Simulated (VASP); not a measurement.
# Si62As (a cell with a defect) in VASP: a series of runs

The runs below take Si62As (a cell with a defect) through single point, with LDA.

Everything below comes from runs of VASP 6.6.1. Logs are shortened: lines on timing, memory, paths and dates and some standing lists are left out, and cuts for length are marked.

### 1 The cell of the first run

The cell holds a defect, 63 atoms: a = 10.860 Å, b = 10.860 Å, c = 10.860 Å, α = 90.00°, β = 90.00°, γ = 90.00°.

### 2 Single point, LDA

Contents of INCAR:

```
SYSTEM = Si62As
PREC     = Accurate       ! precision mode
ENCUT    = 520            ! plane-wave cutoff, eV
EDIFF    = 1E-7           ! SCF threshold, eV
ISMEAR   = -1             ! smearing method
SIGMA    = 0.05           ! smearing width, eV
LREAL    = Auto         
LASPH    = .True.         ! aspherical terms in the spheres
NELM     = 60             ! most SCF steps
ALGO     = Normal         ! electronic algorithm
ISIF     = 2              ! what is computed and relaxed
LWAVE    = .False.        ! write WAVECAR
LCHARG   = .True.         ! write CHGCAR
GGA      = CA             ! functional
LELF     = .True.         ! ELF
LVHAR    = .True.       
NELECT   = 252.0        
NBANDS   = 164            ! bands
```

Contents of KPOINTS:

```
regular mesh
0
Gamma
  1 1 1
  0 0 0
```

Contents of POSCAR:

```
Si62As
1.0
   10.8600000000      0.0000000000      0.0000000000
    0.0000000000     10.8600000000      0.0000000000
    0.0000000000      0.0000000000     10.8600000000
Si As
62 1
Direct
    0.5005165746     -0.0010587477      0.0016898711
    0.6259463168      0.1222113260      0.1277936464
    0.7496300184      0.2500854512      0.0000674954
    0.8748402394      0.3751950276      0.1248996317
    0.7533335175      0.0004962247      0.2495626151
    0.8747535912      0.1241252302      0.3769783610
   -0.0003627072      0.0018715470      0.0001115101
    0.1260834254      0.1240861878      0.1259703499
    0.2496011050      0.2499604052      0.0001337017
    0.3756987109      0.3729704420      0.1262488029
    0.4974874770      0.4997565378      0.0003552486
    0.6260926335      0.6252111418      0.1259585635
    0.7499267956      0.7496468692     -0.0003152855
    0.8747647330      0.8729813076      0.1260459484
    0.2505965009     -0.0008720074      0.2509227440
    0.3758822284      0.1232970534      0.3763034070
    0.5005864641      0.2482382136      0.2511866483
    0.6246626151      0.3744434622      0.3752638122
    0.7493917127      0.5002349908      0.2508601289
    0.8689465009      0.6306361878      0.3749687845
    0.4975895028      0.0016190608      0.5035058011
    0.6260829650      0.1241048803      0.6249212707
    0.7499233886      0.2503612339      0.5004594843
    0.8741894107      0.3764003683      0.6248652855
    0.7494337937     -0.0006388582      0.7499490792
    0.8748863720      0.1252142726      0.8750352670
   -0.0010783610      0.5005605893     -0.0014060773
    0.1246604972      0.6242040516      0.1247475138
    0.2483520258      0.7495665746     -0.0012663904
    0.3754944751      0.8738076427      0.1263116022
   -0.0003400552      0.2500243094      0.2481068140
    0.1230233886      0.3764931860      0.3759491713
    0.2499341621      0.4997054328      0.2482751381
    0.3754004604      0.6250905157      0.3770337017
    0.4970593002      0.7465243094      0.2479019337
   -0.0002644567     -0.0005011050      0.5003910681
    0.1247583794      0.1253207182      0.6258296501
    0.2487197053      0.2510512891      0.5004313996
    0.3743124309      0.3753267035      0.6256280847
    0.5005347145      0.5002132597      0.5002516575
    0.6249448435      0.6301323204      0.6199430018
    0.8687922652      0.8753171271      0.6192779006
    0.2499173112      0.0017332413      0.7503243094
    0.3756253223      0.1238895028      0.8770008287
    0.4974666667      0.2497977901      0.7502859116
    0.6251471455      0.3756720994      0.8743997238
    0.7485751381      0.5033352670      0.7466639963
    0.8741025783      0.6252632597      0.8735246777
   -0.0002740331      0.7495965009      0.2507383978
    0.1248743094      0.8748363720      0.3752686924
   -0.0048408840      0.5040764273      0.4991141805
    0.1225525783      0.6253779006      0.6246555249
    0.2489046961      0.7495883978      0.5005231123
    0.3755002762      0.8729378453      0.6250642726
   -0.0009741252      0.2514001842      0.7496093002
    0.1247976059      0.3747336096      0.8753815838
    0.2478076427      0.5006970534      0.7493607735
    0.3742593923      0.6243508287      0.8748069061
    0.5005434622      0.7496924494      0.7499694291
    0.6246700737      0.8748331492      0.8755956722
   -0.0050906077      0.7509709945      0.7456651934
    0.1227287293      0.8740581031      0.8732834254
    0.7237929098      0.7760521179      0.4740919890
```

Potentials or basis: VASP PAW LDA potentials, release 64 (Si, As).

Command:

```console
cat potpaw_LDA.64/Si/POTCAR potpaw_LDA.64/As/POTCAR > POTCAR
mpirun -np 1 vasp_gam > vasp.out
```

OUTCAR:

```text
SYSTEM = Si62As
   PREC = Accurate
   ENCUT = 520
   EDIFF = 1E-7
   ISMEAR = -1
   LREAL = Auto
   LASPH = .True.
   NELM = 60
   ISIF = 2
   GGA = CA
   NELECT = 252.0

 ion  position               nearest neighbor table
   1  0.501  0.999  0.002-  60 2.35  44 2.35  30 2.35   2 2.35
   2  0.626  0.122  0.128-   5 2.33  17 2.35   1 2.35   3 2.38
   3  0.750  0.250  0.000-   4 2.35  26 2.35  46 2.36   2 2.38
   4  0.875  0.375  0.125-  31 2.34   3 2.35  27 2.36  19 2.36
   5  0.753  0.000  0.250-   2 2.33   6 2.34  14 2.34
   6  0.875  0.124  0.377-   5 2.34  36 2.34  23 2.35  31 2.38
   7  1.000  0.002  0.000-  26 2.34   8 2.35  62 2.37  14 2.38
   8  0.126  0.124  0.126-  15 2.35  31 2.35   7 2.35   9 2.35
   9  0.250  0.250  0.000-  56 2.35   8 2.35  10 2.35  44 2.35
  10  0.376  0.373  0.126-  11 2.35  17 2.35  33 2.35   9 2.35
  11  0.497  0.500  0.000-  58 2.34  10 2.35  46 2.37  12 2.38
  12  0.626  0.625  0.126-  35 2.34  19 2.34  13 2.35  11 2.38
  13  0.750  0.750  1.000-  60 2.35  14 2.35  12 2.35  48 2.35
  14  0.875  0.873  0.126-   5 2.34  49 2.34  13 2.35   7 2.38
  15  0.251  0.999  0.251-  50 2.35   8 2.35  30 2.35  16 2.35
  16  0.376  0.123  0.376-  21 2.32  17 2.35  15 2.35  38 2.38
  17  0.501  0.248  0.251-  18 2.35  10 2.35  16 2.35   2 2.35
[... 43 lines left out ...]
  61  0.995  0.751  0.746-  52 2.35  48 2.35  42 2.36  62 2.37
  62  0.123  0.874  0.873-  29 2.35   7 2.37  43 2.37  61 2.37
  63  0.724  0.776  0.474-  42 2.48  20 2.48  41 2.48

  LATTYP: Found a simple cubic cell.
 ALAT       =    10.8600000000

  Lattice vectors:

 A1 = (  10.8600000000,   0.0000000000,   0.0000000000)
 A2 = (   0.0000000000,  10.8600000000,   0.0000000000)
 A3 = (   0.0000000000,   0.0000000000,  10.8600000000)

Analysis of symmetry for initial positions (statically):
=====================================================================
 Subroutine PRICEL returns:
 Original cell was already a primitive cell.

 Routine SETGRP: Setting up the symmetry group for a
 simple cubic supercell.

 Subroutine GETGRP returns: Found  1 space group operations
 (whereof  1 operations were pure point group operations)
 out of a pool of 48 trial point group operations.

The static configuration has the point symmetry C_1 .

Analysis of symmetry for dynamics (positions and initial velocities):
=====================================================================
 Subroutine PRICEL returns:
 Original cell was already a primitive cell.

 Routine SETGRP: Setting up the symmetry group for a
 simple cubic supercell.

 Subroutine GETGRP returns: Found  1 space group operations
 (whereof  1 operations were pure point group operations)
 out of a pool of 48 trial point group operations.

The dynamic configuration has the point symmetry C_1 .

 Subroutine INISYM returns: Found  1 space group operations
 (whereof  1 operations are pure point group operations),
 and found     1 'primitive' translations

----------------------------------------------------------------------------------------

                                     Primitive cell

  volume of cell :    1280.8241

  direct lattice vectors                    reciprocal lattice vectors
    10.860000000  0.000000000  0.000000000     0.092081031  0.000000000  0.000000000
     0.000000000 10.860000000  0.000000000     0.000000000  0.092081031  0.000000000
     0.000000000  0.000000000 10.860000000     0.000000000  0.000000000  0.092081031

  length of vectors
    10.860000000 10.860000000 10.860000000     0.092081031  0.092081031  0.092081031

  position of ions in fractional coordinates (direct lattice)
     0.500516575  0.998941252  0.001689871
     0.625946317  0.122211326  0.127793646
     0.749630018  0.250085451  0.000067495
[... 134 lines left out ...]

 Generating k-lattice:

  Cartesian coordinates                     Fractional coordinates (reciprocal lattice)
     0.092081031  0.000000000  0.000000000     1.000000000  0.000000000  0.000000000
     0.000000000  0.092081031  0.000000000     0.000000000  1.000000000  0.000000000
[... 43 lines left out ...]
   TEBEG  =    0.0;   TEEND  =   0.0 temperature during run
   PSTRESS=    0.0 pullay stress
   NELECT =     252.0000    total number of electrons
   NUPDOWN=      -1.0000    fix difference up-down
   EMIN   =  10.00;   EMAX   =-10.00  energy-range for DOS
   EFERMI =   0.00;   METHOD = LEGACY
   ISMEAR =    -1;   SIGMA  =   0.05  broadening in eV -4-tet -1-fermi 0-gaus
   EFERMI_NEDOS =   21; number of points for ismear=-14 and -15
   IALGO  =     38    algorithm
   IMIX   =      4    mixing-type and parameters
     AMIX     =   0.40;   BMIX     =  1.00
     AMIX_MAG =   1.60;   BMIX_MAG =  1.00
  volume/ion in A,a.u.               =      20.33       137.20
  Fermi-wavevector in a.u.,A,eV,Ry     =   0.952164  1.799329 12.335269  0.906617
  Thomas-Fermi vector in A             =   2.080702
   LORBIT       =      0    0 simple, 1 ext, 2 COOP (PROOUT), +10 PAW based schemes
   GGA     = CA    functional components
   LHFCALC =     F    Hartree Fock is set to
   AEXX    =    0.0000 exact exchange contribution
   IVDW    =     0    specifies the selected vdW correction
   LEPSILON=     F    determine dielectric tensor
   LRPA    =     F    only Hartree local field effects (RPA)
 non-spin polarized calculation
  energy-cutoff  :      520.00
  volume of cell :     1280.82
 maximum number of plane-waves:     17229
 NGX is ok and might be reduce to    84
   NGX = 41   NGY = 41   NGZ = 41

 number of electron     251.9999982 magnetization

 Free energy of the ion-electron system (eV)
  ---------------------------------------------------
  ext. energy  EPLUGINS =         0.00000000
  ---------------------------------------------------
  free energy    TOTEN  =      -371.57607856 eV

  energy without entropy =     -371.55067616  energy(sigma->0) =     -371.56337736

 E-fermi :   5.9528     XC(G=0):  -9.5354

 val. band max:        5.7662061043   @ k =   0.0000   0.0000   0.0000
 cond. band min:       6.1849696709   @ k =   0.0000   0.0000   0.0000
 fundamental gap:      0.4187635666
 Fermi energy:         5.9528332893

 k-point     1 :       0.0000    0.0000    0.0000
  band No.  band energies     occupation
      1      -6.3798      2.00000
      2      -5.8135      2.00000
      3      -5.2238      2.00000
      4      -5.2228      2.00000
      5      -5.2058      2.00000
      6      -5.2051      2.00000
[... 130 lines left out ...]
    137       6.7180      0.00000
    138       6.8082      0.00000
 [bands above 138 left out]

------------------------ aborting loop because EDIFF is reached ----------------------------------------

  FORCE on cell =-STRESS in cart. coord.  units (eV):
  Direction    XX          YY          ZZ          XY          YZ          ZX
  --------------------------------------------------------------------------------------
  -------------------------------------------------------------------------------------
  Total      -19.7235096    -19.8984567    -19.8702165     -2.3291417     -2.1573415      2.3964134
  in kB      -24.6720538    -24.8908943    -24.8555688     -2.9135134     -2.6986092      2.9976633
  external PRESSURE =     -24.8061723 kB  Pullay stress =       0.0000000 kB

 VOLUME and BASIS-vectors are now :
 -----------------------------------------------------------------------------
  energy-cutoff  :      520.00
  volume of cell :     1280.82
      direct lattice vectors                 reciprocal lattice vectors
    10.860000000  0.000000000  0.000000000     0.092081031  0.000000000  0.000000000
     0.000000000 10.860000000  0.000000000     0.000000000  0.092081031  0.000000000
     0.000000000  0.000000000 10.860000000     0.000000000  0.000000000  0.092081031

 POSITION                                       TOTAL-FORCE (eV/Angst)
 -----------------------------------------------------------------------------------
      5.43561     10.84850      0.01835        -0.005654      0.007474     -0.021487
      6.79778      1.32722      1.38784        -0.031025      0.053263     -0.052482
      8.14098      2.71593      0.00073        -0.008635      0.028970     -0.027864
      9.50076      4.07462      1.35641        -0.020954      0.001788     -0.001590
      8.18120      0.00539      2.71025         0.003216      0.117773     -0.117389
      9.49982      1.34800      4.09399        -0.019923     -0.010042      0.007784
[... 55 lines left out ...]
      1.33283      9.49227      9.48386        -0.006933      0.011411     -0.004905
      7.86039      8.42793      5.14864         0.261608     -0.301085      0.291119
 -----------------------------------------------------------------------------------
    total drift:                                0.009154     -0.015369      0.020294

  FREE ENERGIE OF THE ION-ELECTRON SYSTEM (eV)
  ---------------------------------------------------
  free  energy   TOTEN  =      -371.5760785579 eV

  energy  without entropy=     -371.5506761556  energy(sigma->0) =     -371.56337736
```

It took 7.7 min on 1 thread of Oxide Virtual Turin-like, shared host; peak memory 0.68 GiB.

What came out:

```yaml
Free_energy: -371.5761 eV
Largest_force: 0.494 eV/Å
```

Forces in eV/Å, atoms in the order of the input:
```
Si  -0.006  0.007 -0.021
Si  -0.031  0.053 -0.052
Si  -0.009  0.029 -0.028
Si  -0.021  0.002 -0.002
Si   0.003  0.118 -0.117
Si  -0.020 -0.010  0.008
Si  -0.017 -0.010  0.003
Si  -0.020  0.010 -0.011
Si  -0.002 -0.005  0.006
Si  -0.012  0.019 -0.011
Si   0.010  0.016  0.002
Si   0.005  0.016  0.012
Si  -0.006  0.001 -0.013
Si  -0.019 -0.007  0.010
Si  -0.016  0.005 -0.005
Si  -0.034  0.036 -0.028
Si  -0.006  0.022 -0.008
Si  -0.001  0.004 -0.002
Si   0.003  0.006  0.013
Si   0.058 -0.059  0.036
Si  -0.098  0.103  0.018
Si   0.006 -0.012 -0.017
Si  -0.005  0.012 -0.001
Si   0.000 -0.009  0.001
Si   0.001 -0.016 -0.008
Si  -0.021  0.000 -0.005
Si   0.004 -0.004  0.020
Si  -0.009  0.023  0.001
Si  -0.016  0.002 -0.012
Si  -0.031  0.030 -0.033
Si  -0.018 -0.004  0.011
Si  -0.013  0.009 -0.010
Si  -0.001  0.016  0.008
Si   0.011  0.014  0.005
Si  -0.092 -0.020 -0.096
Si  -0.013 -0.020  0.000
Si  -0.008  0.001 -0.022
Si  -0.020  0.014 -0.002
Si  -0.002  0.006 -0.024
Si   0.011  0.007  0.006
Si   0.036 -0.044  0.044
Si   0.064 -0.039  0.064
Si  -0.001 -0.007 -0.016
Si  -0.011  0.011 -0.020
Si   0.008 -0.002 -0.016
Si  -0.007  0.020 -0.022
Si   0.020 -0.014  0.014
Si   0.000 -0.001  0.011
Si  -0.011  0.001  0.017
Si   0.004  0.003 -0.005
Si   0.028 -0.028  0.021
Si   0.015 -0.002  0.001
Si  -0.007  0.005 -0.006
Si   0.010 -0.006 -0.015
Si   0.002 -0.018  0.003
Si  -0.009  0.012 -0.014
Si   0.020 -0.005  0.004
Si  -0.002  0.024 -0.007
Si   0.012 -0.004 -0.006
Si  -0.001  0.002 -0.003
Si   0.031 -0.022  0.032
Si  -0.007  0.011 -0.005
As   0.262 -0.301  0.291
```

Caveat: the k points lie up to 0.58 Å⁻¹ apart; the cell carries a net charge on a neutralising background, which shifts energy and pressure; the cell is charged against a uniform background, so pressure and absolute levels hang on convention.

(Part 1 of 2 ends here.)
